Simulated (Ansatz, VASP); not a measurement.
**WAu: VASP beside Ansatz**

INCAR

```
  PREC = Accurate
  ENCUT = 520
  EDIFF = 1E-6
  ISMEAR = -5
  SIGMA = 0.05
  LREAL = F
  LASPH = T
  NELM = 100
  ALGO = Normal
  ISIF = 2
  LWAVE = F
  LCHARG = F
  LMAXMIX = 4
  LDAU = T
  LDAUTYPE = 2
  LDAUL = 2 2
  LDAUU = 3 3
  LDAUJ = 0 0
  LDAUPRINT = 1
  METAGGA = R2SCAN
  LMIXTAU = T
  LORBIT = 10
  NBANDS = 20
  NEDOS = 1001
```

The input KPOINTS:

```
Automatic mesh
0
Gamma
  8 8 8
```

The input POSCAR:

```
WAu
1.0
    0.0000000000      2.9092100000      2.9092100000
    2.9092100000      0.0000000000      2.9092100000
    2.9092100000      2.9092100000      0.0000000000
W Au
1 1
Direct
    0.0000000000      0.0000000000      0.0000000000
    0.7500000000      0.7500000000      0.7500000000
```

Contents of input.yaml:

```yaml
crystal:
  lattice:
    - [0.0, 2.90921, 2.90921]
    - [2.90921, 0.0, 2.90921]
    - [2.90921, 2.90921, 0.0]
  atoms:
    - { symbol: W, position: [0.0, 0.0, 0.0] }
    - { symbol: Au, position: [0.75, 0.75, 0.75] }
hamiltonian:
  xc: r2scan
  pseudopotentials: { kind: paw }
  hubbard:
    sites: [{ species: Au, l: d, u_eff: 3.0 }, { species: W, l: d, u_eff: 3.0 }]
kpoints:
  mp_grid: { grid: [8, 8, 8] }
scf:
  occupations: { method: fermi_dirac, width: 0.05 }
  n_extra_bands: 6
output:
  forces: true
  stress: true
  eigenvalues: true
  dos: { projected: false, de: 0.05, nscf_kmesh: { grid: [12, 12, 12] } }
  write_density: true
  write_potential: true
  elf: true
  volumetric_format: npy
```

Alike in both runs: task density of states; functional r2SCAN; k mesh 8 × 8 × 8; no spin polarisation; Hubbard terms Au d U = 3 eV, W d U = 3 eV.

|  | VASP | Ansatz |
| --- | --- | --- |
| version | VASP 6.6.1 | Ansatz 0.2.0 |
| potentials or method | VASP PAW PBE potentials, release 64 (W_sv, Au) | Ansatz PAW |
| plane-wave cutoff (eV) | 520 | 500 |
| occupations | tetrahedron | fermi-dirac, width 0.05 eV |
| valence electrons in the cell | 25 | 33 |

VASP gave:

- gap on the k mesh at the Fermi level (eV): none
- pressure (GPa): -1.4

Problem. Which values does Ansatz return?

Solution. gap on the k mesh at the Fermi level (eV): none; pressure (GPa): 2.0.

VASP's potentials were made for PBE, not for r2SCAN. The programs project onto different local orbitals, so the same U acts differently, and such runs can settle in different states. A gap of «none» marks a metal or a gap that the smearing closes. VASP's potentials hold 25 valence electrons a cell and Ansatz's 33, so a difference there can come from the potentials and not from the codes.

Spin-orbit coupling is off throughout.
